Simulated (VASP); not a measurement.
# PbO (P1) in VASP: single point with PBE

Aim: the single point of PbO with PBE.

Program: VASP 6.6.1. These are calculated values, not measurements. Logs are shortened: lines on timing, memory, paths and dates and some standing lists are left out, and cuts for length are marked.

## 1. The cell of the first run

The typed cell holds 4 atoms: a = 3.623 Å, b = 3.612 Å, c = 6.447 Å, α = 89.26°, β = 92.63°, γ = 119.73°.

## 2. Single point, PBE (atoms moved at random and the cell strained at random)

File INCAR:

```
SYSTEM = PbO
ALGO     = Normal         ! electronic algorithm
EDIFF    = 1E-6           ! SCF threshold, eV
ENCUT    = 520            ! plane-wave cutoff, eV
GGA      = PE             ! functional
ISIF     = 2              ! what is computed and relaxed
ISMEAR   = 0              ! smearing method
LASPH    = .True.         ! aspherical terms in the spheres
LCHARG   = .False.        ! write CHGCAR
LREAL    = .False.        ! projectors in reciprocal space
LWAVE    = .False.        ! write WAVECAR
NBANDS   = 28             ! bands
NELM     = 80             ! most SCF steps
PREC     = Accurate       ! precision mode
SIGMA    = 0.05           ! smearing width, eV
```

File KPOINTS:

```
k-points
0
Gamma
  10 10 6
  0 0 0
```

File POSCAR:

```
PbO
1.0
    3.6217824924      0.0114635256     -0.0835894170
   -1.8009635417      3.1309511319      0.0236898322
   -0.1467384874     -0.0366992907      6.4448663427
Pb O
2 2
Direct
    0.3392398751      0.6646226339      0.2524363602
    0.6592305395      0.3299807278      0.7538269390
    0.0054482227      0.0089749245      0.0013335350
   -0.0039186373     -0.0035782862      0.4924031658
```

Potentials or basis: VASP PAW PBE potentials, release 64 (Pb_d, O).

Run with:

```sh
cat potpaw_PBE.64/Pb_d/POTCAR potpaw_PBE.64/O/POTCAR > POTCAR
mpirun -np 1 vasp_std > vasp.out
```

OUTCAR:

```text
SYSTEM = PbO
   EDIFF = 1E-6
   ENCUT = 520
   GGA = PE
   ISIF = 2
   ISMEAR = 0
   LASPH = .True.
   LREAL = .False.
   NELM = 80
   PREC = Accurate

 ion  position               nearest neighbor table
   1  0.339  0.665  0.252-   4 2.52   3 2.60   4 2.62   3 2.62   4 2.66   3 2.71   2 3.77   2 3.78
                             2 3.83   2 3.85   2 3.87   2 3.96
   2  0.659  0.330  0.754-   3 2.58   4 2.62   3 2.65   3 2.66   4 2.70   4 2.74   1 3.77   1 3.78
                             1 3.83   1 3.85   1 3.87   1 3.96
   3  0.005  0.009  0.001-   2 2.58   1 2.60   1 2.62   2 2.65   2 2.66   1 2.71
   4  0.996  0.996  0.492-   1 2.52   1 2.62   2 2.62   1 2.66   2 2.70   2 2.74

  LATTYP: Found a triclinic cell.
 ALAT       =     3.6227651077
 B/A-ratio  =     0.9970415463
 C/A-ratio  =     1.7794808350
 COS(alpha) =     0.0129713272
 COS(beta)  =     0.0458408693
 COS(gamma) =     0.4958723477

  Lattice vectors:

 A1 = (   3.6217824924,   0.0114635256,  -0.0835894170)
 A2 = (   1.8009635417,  -3.1309511319,  -0.0236898322)
 A3 = (   0.1467384874,   0.0366992907,  -6.4448663427)

Analysis of symmetry for initial positions (statically):
=====================================================================
 Subroutine PRICEL returns:
 Original cell was already a primitive cell.

 Routine SETGRP: Setting up the symmetry group for a
 triclinic supercell.

 Subroutine GETGRP returns: Found  1 space group operations
 (whereof  1 operations were pure point group operations)
 out of a pool of  2 trial point group operations.

The static configuration has the point symmetry C_1 .

Analysis of symmetry for dynamics (positions and initial velocities):
=====================================================================
 Subroutine PRICEL returns:
 Original cell was already a primitive cell.

 Routine SETGRP: Setting up the symmetry group for a
 triclinic supercell.

 Subroutine GETGRP returns: Found  1 space group operations
 (whereof  1 operations were pure point group operations)
 out of a pool of  2 trial point group operations.

The dynamic configuration has the point symmetry C_1 .

 Subroutine INISYM returns: Found  1 space group operations
 (whereof  1 operations are pure point group operations),
 and found     1 'primitive' translations

----------------------------------------------------------------------------------------

                                     Primitive cell

  volume of cell :      73.1746

  direct lattice vectors                    reciprocal lattice vectors
     3.621782492  0.011463526 -0.083589417     0.275770984  0.158572693  0.007181797
    -1.800963542  3.130951132  0.023689832    -0.000967730  0.318821542  0.001793446
    -0.146738487 -0.036699291  6.444866343     0.003580285  0.000884762  0.155248811

  length of vectors
     3.622765108  3.612047325  6.446641079     0.318192571  0.318828055  0.155292609

  position of ions in fractional coordinates (direct lattice)
     0.339239875  0.664622634  0.252436360
     0.659230540  0.329980728  0.753826939
     0.005448223  0.008974925  0.001333535
     0.996081363  0.996421714  0.492403166

  ion indices of the primitive-cell ions
   primitive index   ion index
                 1           1
                 2           2
                 3           3
                 4           4

----------------------------------------------------------------------------------------

 KPOINTS: k-points

Automatic generation of k-mesh.
 Grid dimensions read from file:
 generate k-points for:   10   10    6

 Generating k-lattice:

  Cartesian coordinates                     Fractional coordinates (reciprocal lattice)
     0.027577098  0.015857269  0.000718180     0.100000000 -0.000000000  0.000000000
    -0.000096773  0.031882154  0.000179345    -0.000000000  0.100000000  0.000000000
     0.000596714  0.000147460  0.025874802     0.000000000  0.000000000  0.166666667

  Length of vectors
     0.031819257  0.031882805  0.025882102

  Shift w.r.t. Gamma in fractional coordinates (k-lattice)
     0.000000000  0.000000000  0.000000000

 Subroutine IBZKPT returns following result:
 ===========================================

 Found    304 irreducible k-points:

 Following reciprocal coordinates:
            Coordinates               Weight
  0.000000  0.000000  0.000000      1.000000
  0.100000  0.000000 -0.000000      2.000000
  0.200000  0.000000 -0.000000      2.000000
  0.300000 -0.000000 -0.000000      2.000000
  0.400000  0.000000  0.000000      2.000000
  0.500000  0.000000  0.000000      1.000000
[... 16 lines left out ...]
 -0.400000  0.200000  0.000000      2.000000
 -0.300000  0.200000  0.000000      2.000000
 [... further k-points ...]
   k-points           NKPTS =    304   k-points in BZ     NKDIM =    304   number of bands    NBANDS=     28
   number of dos      NEDOS =    301   number of ions     NIONS =      4
   total plane-waves  NPLWV =  37632
   dimension x,y,z NGX =    28 NGY =   28 NGZ =   48
   dimension x,y,z NGXF=    56 NGYF=   56 NGZF=   96
   ions per type =               2   2
   NGX,Y,Z   is equivalent  to a cutoff of  12.85, 12.89, 12.38 a.u.
   NGXF,Y,Z  is equivalent  to a cutoff of  25.70, 25.77, 24.76 a.u.
 SYSTEM =  PbO
   PREC   = accura    normal or accurate (medium, high low for compatibility)
   ISTART =      0    job   : 0-new  1-cont  2-samecut
   ICHARG =      2    charge: 1-file 2-atom 10-const
   ISPIN  =      1    spin polarized calculation?
   LNONCOLLINEAR =      F non collinear calculations
   LSORBIT =      F    spin-orbit coupling
   LASPH  =      T    aspherical Exc in radial PAW
   ENCUT  =  520.0 eV  38.22 Ry    6.18 a.u.   6.74  6.72 11.99*2*pi/ulx,y,z
   NELM   =     80;   NELMIN=  2; NELMDL= -5     # of ELM steps
   EDIFF  = 0.1E-05   stopping-criterion for ELM
   LREAL  =      F    real-space projection
   EDIFFG = 0.1E-04   stopping-criterion for IOM
   NSW    =      0    number of steps for IOM
   IBRION =     -1    ionic relax: 0-MD 1-quasi-New 2-CG
   NFREE  =      0    steps in history (QN), initial steepest desc. (CG)
   ISIF   =      2    stress and relaxation
   ISYM   =      2    0-nonsym 1-usesym 2-fastsym
   POTIM  = 0.5000    time-step for ionic-motion
   TEBEG  =    0.0;   TEEND  =   0.0 temperature during run
   PSTRESS=    0.0 pullay stress
   NELECT =      40.0000    total number of electrons
   NUPDOWN=      -1.0000    fix difference up-down
   EMIN   =  10.00;   EMAX   =-10.00  energy-range for DOS
   EFERMI =   0.00;   METHOD = LEGACY
   ISMEAR =     0;   SIGMA  =   0.05  broadening in eV -4-tet -1-fermi 0-gaus
   EFERMI_NEDOS =   21; number of points for ismear=-14 and -15
   IALGO  =     38    algorithm
   IMIX   =      4    mixing-type and parameters
     AMIX     =   0.40;   BMIX     =  1.00
     AMIX_MAG =   1.60;   BMIX_MAG =  1.00
  volume/ion in A,a.u.               =      18.29       123.45
  Fermi-wavevector in a.u.,A,eV,Ry     =   1.338571  2.529532 24.378539  1.791772
  Thomas-Fermi vector in A             =   2.467031
   LORBIT       =      0    0 simple, 1 ext, 2 COOP (PROOUT), +10 PAW based schemes
   GGA     = PE    functional components
   LHFCALC =     F    Hartree Fock is set to
   AEXX    =    0.0000 exact exchange contribution
   IVDW    =     0    specifies the selected vdW correction
   LEPSILON=     F    determine dielectric tensor
   LRPA    =     F    only Hartree local field effects (RPA)
 non-spin polarized calculation
 Gauss-broadening in eV      SIGMA  =   0.05
  energy-cutoff  :      520.00
  volume of cell :       73.17
 maximum number of plane-waves:      1986
   NGX = 13   NGY = 13   NGZ = 23

 number of electron      39.9999998 magnetization

 Free energy of the ion-electron system (eV)
  ---------------------------------------------------
  ext. energy  EPLUGINS =         0.00000000
  ---------------------------------------------------
  free energy    TOTEN  =       -20.55723479 eV

  energy without entropy =      -20.55721360  energy(sigma->0) =      -20.55722420

 E-fermi :   6.3021     XC(G=0): -10.5101

 val. band max:        6.2344854759   @ k =   0.0000   0.0000   0.0000
 cond. band min:       6.3846833483   @ k =   0.5000   0.5000   0.1667
 fundamental gap:      0.1501978724
 Fermi energy:         6.3020717305

 k-point     1 :       0.0000    0.0000    0.0000
  band No.  band energies     occupation
      1     -11.2520      2.00000
      2     -10.6395      2.00000
      3     -10.3351      2.00000
      4     -10.3243      2.00000
      5     -10.3035      2.00000
      6     -10.1902      2.00000
[... 20 lines left out ...]
     27      15.5407      0.00000
     28      15.6458      0.00000

 k-point     2 :       0.1000    0.0000   -0.0000
  band No.  band energies     occupation
      1     -11.2303      2.00000
      2     -10.7481      2.00000
      3     -10.3298      2.00000
      4     -10.3101      2.00000
      5     -10.2889      2.00000
      6     -10.1931      2.00000
[... 20 lines left out ...]
     27      15.6730      0.00000
     28      16.4274      0.00000

 k-point     3 :       0.2000    0.0000   -0.0000
  band No.  band energies     occupation
      1     -11.1838      2.00000
      2     -10.9355      2.00000
      3     -10.3235      2.00000
      4     -10.2664      2.00000
      5     -10.2566      2.00000
      6     -10.1864      2.00000
[... 20 lines left out ...]
     27      15.6183      0.00000
     28      17.1039      0.00000

 k-point     4 :       0.3000   -0.0000   -0.0000
  band No.  band energies     occupation
      1     -11.1468      2.00000
      2     -11.0941      2.00000
      3     -10.3238      2.00000
      4     -10.2279      2.00000
      5     -10.2112      2.00000
      6     -10.1994      2.00000
[... 578 lines left out ...]
     27      16.9530      0.00000
     28      17.5100      0.00000

 k-point    23 :      -0.4000    0.2000    0.0000
  band No.  band energies     occupation
      1     -11.1516      2.00000
      2     -11.1214      2.00000
      3     -10.2909      2.00000
      4     -10.2540      2.00000
      5     -10.2194      2.00000
      6     -10.1813      2.00000
[... 20 lines left out ...]
     27      16.5878      0.00000
     28      17.1056      0.00000

 k-point    24 :      -0.3000    0.2000    0.0000
  band No.  band energies     occupation
      1     -11.1626      2.00000
      2     -11.0295      2.00000
      3     -10.3034      2.00000
      4     -10.2716      2.00000
      5     -10.2138      2.00000
      6     -10.1990      2.00000
[... 20 lines left out ...]
     27      15.9234      0.00000
     28      17.0016      0.00000

 [... further k-points ...]

------------------------ aborting loop because EDIFF is reached ----------------------------------------

  FORCE on cell =-STRESS in cart. coord.  units (eV):
  Direction    XX          YY          ZZ          XY          YZ          ZX
  --------------------------------------------------------------------------------------
  -------------------------------------------------------------------------------------
  Total       -0.3743434     -0.3297605     -1.0288042     -0.1158383      0.1249464      0.4075824
  in kB       -8.1963489     -7.2201940    -22.5259427     -2.5363099      2.7357342      8.9241252
  external PRESSURE =     -12.6474952 kB  Pullay stress =       0.0000000 kB

 VOLUME and BASIS-vectors are now :
 -----------------------------------------------------------------------------
  energy-cutoff  :      520.00
  volume of cell :       73.17
      direct lattice vectors                 reciprocal lattice vectors
     3.621782492  0.011463526 -0.083589417     0.275770984  0.158572693  0.007181797
    -1.800963542  3.130951132  0.023689832    -0.000967730  0.318821542  0.001793446
    -0.146738487 -0.036699291  6.444866343     0.003580285  0.000884762  0.155248811

 POSITION                                       TOTAL-FORCE (eV/Angst)
 -----------------------------------------------------------------------------------
     -0.00535      2.07553      1.61431        -0.078258     -0.008585      0.089963
      1.68269      1.01305      4.81103         0.030036      0.012359      0.019362
      0.00337      0.02811      0.00835         0.001104     -0.029644     -0.265111
      1.74082      3.11310      3.11382         0.047118      0.025869      0.155785
 -----------------------------------------------------------------------------------
    total drift:                               -0.000245      0.000050     -0.000182

  FREE ENERGIE OF THE ION-ELECTRON SYSTEM (eV)
  ---------------------------------------------------
  free  energy   TOTEN  =       -20.5572347924 eV

  energy  without entropy=      -20.5572136048  energy(sigma->0) =      -20.55722420
```

Run time: 10 min. Hardware: 1 thread of Intel Xeon Platinum 8259CL at 2.50GHz (Skylake/Cascade Lake), shared host; peak memory 0.57 GiB.

What came out:

* Free energy: -20.5572 eV
* Pressure: -1.3 GPa
* Largest force: 0.267 eV/Å
* Band gap on the k mesh: 0.15 eV (least direct gap 0.18 eV)

Forces in eV/Å, atoms in the order of the input:
```
Pb  -0.078 -0.009  0.090
Pb   0.030  0.012  0.019
O    0.001 -0.030 -0.265
O    0.047  0.026  0.156
```

Levels at points of the mesh, in eV from the valence-band top:
| k point | band 18 | band 19 | band 20 | band 21 | band 22 | band 23 |
| --- | --- | --- | --- | --- | --- | --- |
| (0.00, 0.00, 0.00) | -1.77 | -1.72 | 0.00 | 0.45 | 5.64 | 5.67 |
| (0.50, 0.00, 0.00) | -1.82 | -1.52 | -0.30 | 0.27 | 3.38 | 3.97 |
| (0.00, 0.50, 0.00) | -1.86 | -1.51 | -0.33 | 0.26 | 3.35 | 3.77 |
| (0.50, 0.50, 0.00) | -1.87 | -1.53 | -0.35 | 0.26 | 3.28 | 3.74 |
| (0.00, 0.00, 0.50) | -1.82 | -1.78 | -1.64 | 3.77 | 3.82 | 6.62 |
| (0.50, 0.00, 0.50) | -2.35 | -1.71 | -1.51 | 1.67 | 1.92 | 5.23 |
| (0.00, 0.50, 0.50) | -2.41 | -1.66 | -1.54 | 1.62 | 1.88 | 5.26 |
| (0.50, 0.50, 0.50) | -2.44 | -1.69 | -1.50 | 1.60 | 1.84 | 5.24 |

Caveat: the cell differs from its parent crystal (atoms moved at random and the cell strained at random); spin-orbit coupling is left out, which moves the levels of the heavy elements.
